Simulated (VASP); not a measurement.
# C (P6_3/mmc) in VASP: further runs

Runs on C. Level: PBE. Tasks: single point, relaxation of cell and atoms.

The COD entry that gives the cell may itself be a prediction, so a difference from it is no test against experiment.

All numbers are computed with VASP 6.6.1; they aren't measurements. Logs are shortened: lines on timing, memory, paths and dates and some standing lists are left out, and cuts for length are marked.

**1. The cell of the first run**

The structure is hexagonal, space group P6_3/mmc (No. 194). The conventional cell has a = 2.518 Å, b = 2.518 Å, c = 8.305 Å, α = 90.00°, β = 90.00°, γ = 120.00°. Within 2.1 Å of C (site symmetry 3m) lie 4 C at 1.54 Å. C (site symmetry 3m) has 4 C at 1.54 to 1.57 Å within 2.1 Å.

**2. Single point, PBE**

Input file INCAR:

```
PREC = Accurate
ENCUT = 520
EDIFF = 1E-6
ISMEAR = -1
SIGMA = 0.1
LREAL = F
LASPH = T
NELM = 80
ALGO = Normal
ISIF = 2
LWAVE = F
LCHARG = F
GGA = PE
NBANDS = 26
```

Input file KPOINTS:

```
Automatic mesh
0
Gamma
  10 10 3
```

Input file POSCAR:

```
C
1.0
    2.5180806136      0.0000000000      0.0000000000
   -1.2590403068      2.1807217801      0.0000000000
    0.0000000000      0.0000000000      8.3045048099
C
8
Direct
    0.0000000000      0.0000000000      0.0929737911
    0.0000000000      0.0000000000      0.5929737911
    0.0000000000      0.0000000000      0.4070262089
    0.0000000000      0.0000000000      0.9070262089
    0.3333333333      0.6666666667      0.1555306662
    0.6666666667      0.3333333333      0.6555306662
    0.3333333333      0.6666666667      0.3444693338
    0.6666666667      0.3333333333      0.8444693338
```

Potentials or basis: VASP PAW PBE potentials, release 64 (C).

Started as:

```sh
> cat potpaw_PBE.64/C/POTCAR > POTCAR
> mpirun -np 1 vasp_std > vasp.out
```

OUTCAR:

```text
PREC = Accurate
   ENCUT = 520
   EDIFF = 1E-6
   ISMEAR = -1
   LREAL = F
   LASPH = T
   NELM = 80
   ISIF = 2
   GGA = PE

 ion  position               nearest neighbor table
   1  0.000  0.000  0.093-   5 1.54   5 1.54   5 1.54   4 1.54
   2  0.000  0.000  0.593-   6 1.54   6 1.54   6 1.54   3 1.54
   3  0.000  0.000  0.407-   7 1.54   7 1.54   7 1.54   2 1.54
   4  0.000  0.000  0.907-   8 1.54   8 1.54   8 1.54   1 1.54
   5  0.333  0.667  0.156-   1 1.54   1 1.54   1 1.54   7 1.57
   6  0.667  0.333  0.656-   2 1.54   2 1.54   2 1.54   8 1.57
   7  0.333  0.667  0.344-   3 1.54   3 1.54   3 1.54   5 1.57
   8  0.667  0.333  0.844-   4 1.54   4 1.54   4 1.54   6 1.57

  LATTYP: Found a hexagonal cell.
 ALAT       =     2.5180806136
 C/A-ratio  =     3.2979503377

  Lattice vectors:

 A1 = (   2.5180806136,   0.0000000000,   0.0000000000)
 A2 = (  -1.2590403068,   2.1807217801,   0.0000000000)
 A3 = (   0.0000000000,   0.0000000000,   8.3045048099)

Analysis of symmetry for initial positions (statically):
=====================================================================
 Subroutine PRICEL returns:
 Original cell was already a primitive cell.

 Routine SETGRP: Setting up the symmetry group for a
 hexagonal supercell.

 Subroutine GETGRP returns: Found 24 space group operations
 (whereof 12 operations were pure point group operations)
 out of a pool of 24 trial point group operations.

The static configuration has the point symmetry D_3d.
 The point group associated with its full space group is D_6h.

Analysis of symmetry for dynamics (positions and initial velocities):
=====================================================================
 Subroutine PRICEL returns:
 Original cell was already a primitive cell.

 Routine SETGRP: Setting up the symmetry group for a
 hexagonal supercell.

 Subroutine GETGRP returns: Found 24 space group operations
 (whereof 12 operations were pure point group operations)
 out of a pool of 24 trial point group operations.

The dynamic configuration has the point symmetry D_3d.
 The point group associated with its full space group is D_6h.

 Subroutine INISYM returns: Found 24 space group operations
 (whereof 12 operations are pure point group operations),
 and found     1 'primitive' translations

----------------------------------------------------------------------------------------

                                     Primitive cell

  volume of cell :      45.6020

  direct lattice vectors                    reciprocal lattice vectors
     2.518080614  0.000000000  0.000000000     0.397127874  0.229281885  0.000000000
    -1.259040307  2.180721780  0.000000000     0.000000000  0.458563770  0.000000000
     0.000000000  0.000000000  8.304504810     0.000000000  0.000000000  0.120416572

  length of vectors
     2.518080614  2.518080614  8.304504810     0.458563770  0.458563770  0.120416572

  position of ions in fractional coordinates (direct lattice)
     0.000000000  0.000000000  0.092973791
     0.000000000  0.000000000  0.592973791
     0.000000000  0.000000000  0.407026209
     0.000000000  0.000000000  0.907026209
     0.333333333  0.666666667  0.155530666
     0.666666667  0.333333333  0.655530666
     0.333333333  0.666666667  0.344469334
     0.666666667  0.333333333  0.844469334

  ion indices of the primitive-cell ions
   primitive index   ion index
                 1           1
                 2           2
                 3           3
                 4           4
                 5           5
                 6           6
                 7           7
                 8           8

----------------------------------------------------------------------------------------

 KPOINTS: Automatic mesh

Automatic generation of k-mesh.
 Grid dimensions read from file:
 generate k-points for:   10   10    3

 Generating k-lattice:

  Cartesian coordinates                     Fractional coordinates (reciprocal lattice)
     0.039712787  0.022928188  0.000000000     0.100000000  0.000000000  0.000000000
     0.000000000  0.045856377  0.000000000     0.000000000  0.100000000  0.000000000
     0.000000000  0.000000000  0.040138857     0.000000000  0.000000000  0.333333333

  Length of vectors
     0.045856377  0.045856377  0.040138857

  Shift w.r.t. Gamma in fractional coordinates (k-lattice)
     0.000000000  0.000000000  0.000000000

 Subroutine IBZKPT returns following result:
 ===========================================

 Found     28 irreducible k-points:

 Following reciprocal coordinates:
            Coordinates               Weight
  0.000000  0.000000  0.000000      1.000000
  0.100000  0.000000  0.000000      6.000000
  0.200000  0.000000  0.000000      6.000000
  0.300000  0.000000  0.000000      6.000000
  0.400000  0.000000  0.000000      6.000000
  0.500000  0.000000  0.000000      3.000000
[... 16 lines left out ...]
  0.300000  0.100000  0.333333     24.000000
  0.400000  0.100000  0.333333     24.000000
 [... further k-points ...]
   k-points           NKPTS =     28   k-points in BZ     NKDIM =     28   number of bands    NBANDS=     26
   number of dos      NEDOS =    301   number of ions     NIONS =      8
   total plane-waves  NPLWV =  25600
   dimension x,y,z NGX =    20 NGY =   20 NGZ =   64
   dimension x,y,z NGXF=    40 NGYF=   40 NGZF=  128
   ions per type =               8
   NGX,Y,Z   is equivalent  to a cutoff of  13.20, 13.20, 12.81 a.u.
   NGXF,Y,Z  is equivalent  to a cutoff of  26.41, 26.41, 25.62 a.u.
 SYSTEM =  unknown system
   PREC   = accura    normal or accurate (medium, high low for compatibility)
   ISTART =      0    job   : 0-new  1-cont  2-samecut
   ICHARG =      2    charge: 1-file 2-atom 10-const
   ISPIN  =      1    spin polarized calculation?
   LNONCOLLINEAR =      F non collinear calculations
   LSORBIT =      F    spin-orbit coupling
   LASPH  =      T    aspherical Exc in radial PAW
   ENCUT  =  520.0 eV  38.22 Ry    6.18 a.u.   4.68  4.68 15.44*2*pi/ulx,y,z
   NELM   =     80;   NELMIN=  2; NELMDL= -5     # of ELM steps
   EDIFF  = 0.1E-05   stopping-criterion for ELM
   LREAL  =      F    real-space projection
   EDIFFG = 0.1E-04   stopping-criterion for IOM
   NSW    =      0    number of steps for IOM
   IBRION =     -1    ionic relax: 0-MD 1-quasi-New 2-CG
   NFREE  =      0    steps in history (QN), initial steepest desc. (CG)
   ISIF   =      2    stress and relaxation
   ISYM   =      2    0-nonsym 1-usesym 2-fastsym
   POTIM  = 0.5000    time-step for ionic-motion
   TEBEG  =    0.0;   TEEND  =   0.0 temperature during run
   PSTRESS=    0.0 pullay stress
   NELECT =      32.0000    total number of electrons
   NUPDOWN=      -1.0000    fix difference up-down
   EMIN   =  10.00;   EMAX   =-10.00  energy-range for DOS
   EFERMI =   0.00;   METHOD = LEGACY
   ISMEAR =    -1;   SIGMA  =   0.10  broadening in eV -4-tet -1-fermi 0-gaus
   EFERMI_NEDOS =   21; number of points for ismear=-14 and -15
   IALGO  =     38    algorithm
   IMIX   =      4    mixing-type and parameters
     AMIX     =   0.40;   BMIX     =  1.00
     AMIX_MAG =   1.60;   BMIX_MAG =  1.00
  volume/ion in A,a.u.               =       5.70        38.47
  Fermi-wavevector in a.u.,A,eV,Ry     =   1.454779  2.749133 28.795114  2.116381
  Thomas-Fermi vector in A             =   2.571890
   LORBIT       =      0    0 simple, 1 ext, 2 COOP (PROOUT), +10 PAW based schemes
   GGA     = PE    functional components
   LHFCALC =     F    Hartree Fock is set to
   AEXX    =    0.0000 exact exchange contribution
   IVDW    =     0    specifies the selected vdW correction
   LEPSILON=     F    determine dielectric tensor
   LRPA    =     F    only Hartree local field effects (RPA)
 non-spin polarized calculation
  energy-cutoff  :      520.00
  volume of cell :       45.60
 maximum number of plane-waves:      1249
 NGX is ok and might be reduce to    20
   NGX =  9   NGY =  9   NGZ = 31

 number of electron      31.9999995 magnetization

 Free energy of the ion-electron system (eV)
  ---------------------------------------------------
  ext. energy  EPLUGINS =         0.00000000
  ---------------------------------------------------
  free energy    TOTEN  =       -72.66971078 eV

  energy without entropy =      -72.66971078  energy(sigma->0) =      -72.66971078

 E-fermi :  11.7824     XC(G=0): -13.2240

 val. band max:        9.7870077304   @ k =   0.0000   0.0000   0.0000
 cond. band min:      14.3203070611   @ k =   0.4000   0.0000   0.0000
 fundamental gap:      4.5332993308
 Fermi energy:        11.7823618952

 k-point     1 :       0.0000    0.0000    0.0000
  band No.  band energies     occupation
      1     -11.7664      2.00000
      2     -10.1289      2.00000
      3     -10.0258      2.00000
      4      -6.1226      2.00000
      5      -3.6700      2.00000
      6       2.9657      2.00000
[... 18 lines left out ...]
     25      17.9864      0.00000
     26      18.1953      0.00000

 k-point     2 :       0.1000    0.0000    0.0000
  band No.  band energies     occupation
      1     -11.5199      2.00000
      2      -9.8861      2.00000
      3      -9.7841      2.00000
      4      -5.9025      2.00000
      5      -3.4432      2.00000
      6       3.0845      2.00000
[... 18 lines left out ...]
     25      18.5514      0.00000
     26      19.0454      0.00000

 k-point     3 :       0.2000    0.0000    0.0000
  band No.  band energies     occupation
      1     -10.7844      2.00000
      2      -9.1622      2.00000
      3      -9.0643      2.00000
      4      -5.2462      2.00000
      5      -2.7917      2.00000
      6       2.9747      2.00000
[... 18 lines left out ...]
     25      19.6837      0.00000
     26      20.3844      0.00000

 k-point     4 :       0.3000    0.0000    0.0000
  band No.  band energies     occupation
      1      -9.5754      2.00000
      2      -7.9745      2.00000
      3      -7.8882      2.00000
      4      -4.1748      2.00000
      5      -1.9368      2.00000
      6       0.2566      2.00000
[... 18 lines left out ...]
     25      20.9784      0.00000
     26      21.1395      0.00000

 k-point     5 :       0.4000    0.0000    0.0000
  band No.  band energies     occupation
      1      -7.9409      2.00000
      2      -6.3809      2.00000
      3      -6.3524      2.00000
      4      -2.9469      2.00000
      5      -2.8552      2.00000
      6      -1.5978      2.00000
[... 18 lines left out ...]
     25      21.0290      0.00000
     26      22.0820      0.00000

 k-point     6 :       0.5000    0.0000    0.0000
  band No.  band energies     occupation
      1      -6.3877      2.00000
      2      -5.6938      2.00000
      3      -4.9958      2.00000
      4      -3.7188      2.00000
      5      -3.5851      2.00000
      6      -3.3826      2.00000
[... 427 lines left out ...]
 k-point    21 :       0.1000    0.1000    0.3333
  band No.  band energies     occupation
      1     -10.8408      2.00000
      2     -10.2798      2.00000
      3      -8.0862      2.00000
      4      -6.5653      2.00000
      5      -1.6089      2.00000
      6       0.7574      2.00000
[... 18 lines left out ...]
     25      19.4158      0.00000
     26      19.6547      0.00000

 k-point    22 :       0.2000    0.1000    0.3333
  band No.  band energies     occupation
      1      -9.8699      2.00000
      2      -9.3150      2.00000
      3      -7.1532      2.00000
      4      -5.6649      2.00000
      5      -0.9175      2.00000
      6       1.0620      2.00000
[... 18 lines left out ...]
     25      20.5771      0.00000
     26      21.2948      0.00000

 k-point    23 :       0.3000    0.1000    0.3333
  band No.  band energies     occupation
      1      -8.4462      2.00000
      2      -7.9035      2.00000
      3      -5.8088      2.00000
      4      -4.3863      2.00000
      5      -1.4043      2.00000
      6      -0.7918      2.00000
[... 18 lines left out ...]
     25      19.9833      0.00000
     26      21.8695      0.00000

 k-point    24 :       0.4000    0.1000    0.3333
  band No.  band energies     occupation
      1      -6.6893      2.00000
      2      -6.2000      2.00000
      3      -4.5784      2.00000
      4      -3.8432      2.00000
      5      -3.0585      2.00000
      6      -2.1790      2.00000
[... 18 lines left out ...]
     25      19.8381      0.00000
     26      21.1101      0.00000

 [... further k-points ...]
[... 5 lines left out ...]
  --------------------------------------------------------------------------------------
  -------------------------------------------------------------------------------------
  Total        0.1865411      0.1865411      0.1781990      0.0000000     -0.0000000      0.0000000
  in kB        6.5539256      6.5539256      6.2608334      0.0000000     -0.0000000      0.0000000
  external PRESSURE =       6.4562282 kB  Pullay stress =       0.0000000 kB

 VOLUME and BASIS-vectors are now :
 -----------------------------------------------------------------------------
  energy-cutoff  :      520.00
  volume of cell :       45.60
      direct lattice vectors                 reciprocal lattice vectors
     2.518080614  0.000000000  0.000000000     0.397127874  0.229281885  0.000000000
    -1.259040307  2.180721780  0.000000000     0.000000000  0.458563770  0.000000000
     0.000000000  0.000000000  8.304504810     0.000000000  0.000000000  0.120416572

 POSITION                                       TOTAL-FORCE (eV/Angst)
 -----------------------------------------------------------------------------------
      0.00000      0.00000      0.77210         0.000000      0.000000     -0.001858
      0.00000      0.00000      4.92435        -0.000000     -0.000000     -0.001858
      0.00000      0.00000      3.38015        -0.000000      0.000000      0.001858
      0.00000      0.00000      7.53240        -0.000000     -0.000000      0.001858
     -0.00000      1.45381      1.29161        -0.000000      0.000000      0.003559
      1.25904      0.72691      5.44386         0.000000     -0.000000      0.003559
     -0.00000      1.45381      2.86065        -0.000000      0.000000     -0.003559
      1.25904      0.72691      7.01290         0.000000     -0.000000     -0.003559
 -----------------------------------------------------------------------------------
    total drift:                                0.000000     -0.000000      0.000000

  FREE ENERGIE OF THE ION-ELECTRON SYSTEM (eV)
  ---------------------------------------------------
  free  energy   TOTEN  =       -72.6697107794 eV

  energy  without entropy=      -72.6697107794  energy(sigma->0) =      -72.66971078
```

It took 26 s on 1 thread of Intel Xeon Platinum 8259CL at 2.50GHz (Skylake/Cascade Lake), shared host; peak memory 0.16 GiB.

What came out:

| Property | Result |
| --- | --- |
| Free energy | -72.6697 eV |
| Pressure | 0.6 GPa |
| Largest force | 0.004 eV/Å |
| Band gap on the k mesh | 4.53 eV, indirect (least direct gap 5.29 eV) |

Forces on the atoms (eV/Å):
```
C    0.000  0.000 -0.002
C    0.000  0.000 -0.002
C    0.000  0.000  0.002
C    0.000  0.000  0.002
C    0.000  0.000  0.004
C    0.000  0.000  0.004
C    0.000  0.000 -0.004
C    0.000  0.000 -0.004
```

A k mesh can miss the band edges. PBE gaps usually lie below the measured ones, often by a third to a half.

**3. Relaxation of cell and atoms, PBE**

This run uses another cell than the first one, of 5.67 Å³/atom, 0.995 times its volume.

Input file INCAR:

```
SYSTEM = C
PREC = Accurate ; ENCUT = 600
EDIFF = 1E-6 ; ISMEAR = -1
SIGMA = 0.1 ; LREAL = .FALSE.
LASPH = .TRUE. ; NELM = 80
ALGO = Normal ; ISIF = 3
LWAVE = .FALSE. ; LCHARG = .FALSE.
GGA = PE ; IBRION = 2
NSW = 50 ; EDIFFG = -0.01
```

Input file KPOINTS:

```
Automatic mesh
0
G
  10 10 3
  0 0 0
```

Input file POSCAR:

```
C
1.0
    2.5221000000      0.0000000000      0.0000000000
   -1.2610500000      2.1842000000      0.0000000000
    0.0000000000      0.0000000000      8.2371000000
C
8
Direct
    0.0000000000      0.0000000000      0.0937500000
    0.0000000000      0.0000000000      0.5937500000
    0.0000000000      0.0000000000      0.4062500000
    0.0000000000      0.0000000000      0.9062500000
    0.3333333333      0.6666666667      0.1562500000
    0.6666666667      0.3333333333      0.6562500000
    0.3333333333      0.6666666667      0.3437500000
    0.6666666667      0.3333333333      0.8437500000
```

Potentials or basis: VASP PAW PBE potentials, release 64 (C).

Started as:

```sh
> cat potpaw_PBE.64/C/POTCAR > POTCAR
> mpirun -np 1 vasp_std > vasp.out
```

It took 85 s on 1 thread of Intel Xeon Platinum 8259CL at 2.50GHz (Skylake/Cascade Lake), shared host; peak memory 0.17 GiB.

The run converged. Its results:

```
Free energy                            : -72.6876 eV
Relaxed volume                         : 5.70 Å³/atom
Relaxed cell                           : a = 2.518 Å, b = 2.518 Å, c = 8.304 Å, α = 90.00°, β = 90.00°, γ = 120.00°
Space group after relaxing (to 0.05 Å) : P6_3/mmc (No. 194)
Energy gained by relaxing              : 2.6 meV/atom
Ionic steps                            : 6
Pressure after relaxing                : 0.0 GPa
Largest force after relaxing           : 0.004 eV/Å
Band gap on the k mesh                 : 4.53 eV, indirect (least direct gap 5.29 eV)
```

Forces in eV/Å, atoms in the order of the input:
```
C    0.000  0.000 -0.001
C    0.000  0.000 -0.001
C    0.000  0.000  0.001
C    0.000  0.000  0.001
C    0.000  0.000 -0.004
C    0.000  0.000 -0.004
C    0.000  0.000  0.004
C    0.000  0.000  0.004
```

The path:
| step | energy change (eV) | largest force (eV/Å) | pressure (GPa) | volume (Å³) |
| --- | --- | --- | --- | --- |
| 1 | 0.0000 | 0.3284 | 2.25 | 45.38 |
| 2 | 0.0130 | 0.4680 | -2.50 | 45.90 |
| 3 | -0.0204 | 0.0443 | 0.01 | 45.60 |
| 4 | -0.0204 | 0.0371 | 0.05 | 45.60 |
| 5 | -0.0204 | 0.0402 | -0.06 | 45.61 |
| 6 | -0.0206 | 0.0041 | -0.01 | 45.60 |

Final structure:
```cif
data_structure
_symmetry_space_group_name_H-M 'P 1'
_symmetry_Int_Tables_number 1
_cell_length_a 2.5181
_cell_length_b 2.5181
_cell_length_c 8.3041
_cell_angle_alpha 90.000
_cell_angle_beta 90.000
_cell_angle_gamma 120.000
_cell_volume 45.60
loop_
_atom_site_label
_atom_site_type_symbol
_atom_site_fract_x
_atom_site_fract_y
_atom_site_fract_z
_atom_site_occupancy
C1 C 0.00000 0.00000 0.09298 1
C2 C 0.00000 0.00000 0.59298 1
C3 C 0.00000 0.00000 0.40702 1
C4 C 0.00000 0.00000 0.90702 1
C5 C 0.33333 0.66667 0.15555 1
C6 C 0.66667 0.33333 0.65555 1
C7 C 0.33333 0.66667 0.34445 1
C8 C 0.66667 0.33333 0.84445 1
```

Levels at points of the mesh, in eV from the valence-band top:
```csv
k point,band 14,band 15,band 16,band 17,band 18,band 19
"(0.00, 0.00, 0.00)",-0.22,0.00,0.00,5.29,5.29,5.46
"(0.50, 0.00, 0.00)",-4.65,-3.66,-2.95,4.60,5.57,5.98
```

A k mesh can miss the band edges. Zero-point motion and thermal expansion aren't in these numbers.
